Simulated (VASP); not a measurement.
Set up this calculation in VASP 6.6.1, as the native input.

* Task: relaxation of cell and atoms
* Functional: PBEsol
* Potentials or basis: VASP PAW PBE potentials, release 64 (Ni)
* Cutoff: 600 eV
* k mesh: 15 × 15 × 8
* Occupations: fermi-dirac, width 0.1 eV
* Spin: collinear spin, antiferromagnetic start
* Starting moments: [1.0, -1.0] μB
* Dipole correction: no
* Further INCAR settings: ALGO = Normal; EDIFF = 1e-06; IBRION = 2; EDIFFG = -0.01; NSW = 80; ISIF = 3

The structure of Ni lies in POSCAR:

```
Ni
1.0
    2.4480230000      0.0000000000      0.0000000000
   -1.2240110000      2.1200500000      0.0000000000
    0.0000000000      0.0000000000      4.0728080000
Ni
2
Direct
    0.3333333333      0.6666666667      0.2500000000
    0.6666666667      0.3333333333      0.7500000000
```

This isn't the form of Ni at room conditions, which is fcc.

The input as run:

INCAR

```
  PREC = Accurate
  ENCUT = 600
  EDIFF = 1E-6
  ISMEAR = -1
  SIGMA = 0.1
  LREAL = F
  LASPH = T
  NELM = 150
  ALGO = Normal
  ISIF = 3
  LWAVE = F
  LCHARG = F
  ISPIN = 2
  MAGMOM = 1 -1
  LORBIT = 11
  LMAXMIX = 4
  GGA = PS
  IBRION = 2
  NSW = 80
  EDIFFG = -0.01
```

KPOINTS

```
Automatic mesh
0
Gamma
  15 15 8
```

Potentials or basis: VASP PAW PBE potentials, release 64 (Ni).

Launch:

```console
$ cat potpaw_PBE.64/Ni/POTCAR > POTCAR
$ mpirun -np 1 vasp_std > vasp.out
```

It gave:

```
Relaxed volume                                        : 10.39 Å³/atom
Relaxed cell                                          : a = 2.444 Å, b = 2.444 Å, c = 4.017 Å, α = 90.00°, β = 90.00°, γ = 120.00°
Space group after relaxing (to 0.1 Å)                 : P6_3/mmc (No. 194)
Energy gained by relaxing                             : 3.0 meV/atom
Ionic steps                                           : 6
Pressure after relaxing                               : -0.1 GPa
Band gap on the k mesh                                : zero (filled and empty bands overlap)
Net moment                                            : 0.00 μB per cell
Valence electrons inside the program's atomic spheres : Ni 9.40
```

Caveat: the moments typed at the start vanished in this run; the PAW data sets were made with another functional, which shifts forces and pressure a little.

Wall time 2.3 min on 1 thread of Intel(R) Xeon(R) 6975P-C (Granite Rapids), with other jobs on the host, peak memory 0.21 GiB.
